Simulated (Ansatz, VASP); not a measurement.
# Two plane-wave programs on HfO2

```
CELL_PARAMETERS angstrom
0.00000 2.52918 2.52918
2.52918 0.00000 2.52918
2.52918 2.52918 0.00000
ATOMIC_POSITIONS crystal
Hf 0.00000 0.00000 0.00000
O 0.25000 0.25000 0.25000
O 0.75000 0.75000 0.75000
```

Alike in both runs: task single point; functional r2SCAN; k mesh 6 × 6 × 6; no spin polarisation.

|  | VASP | Ansatz |
| --- | --- | --- |
| version | VASP 6.6.1 | Ansatz 0.2.0 |
| potentials or method | VASP PAW PBE potentials, release 64 (Hf_pv, O) | plane waves, PAW |
| plane-wave cutoff (eV) | 520 | 500 |
| occupations | gaussian, width 0.01 eV | fixed |
| valence electrons in the cell | 22 | 38 |

Ansatz gave:

| Property | Result |
| --- | --- |
| gap on the k mesh at the Fermi level (eV) | 4.30 |
| pressure (GPa) | 0.0 |

What did VASP give for the same quantities?

gap on the k mesh at the Fermi level (eV): 4.31; pressure (GPa): -4.0.

VASP's potentials were made for PBE, not for r2SCAN. One of these differences is far larger than is usual between the two programs; its cause wasn't traced. VASP's potentials hold 22 valence electrons a cell and Ansatz's 38, so a difference there can come from the potentials and not from the codes.

Spin-orbit coupling is off throughout.
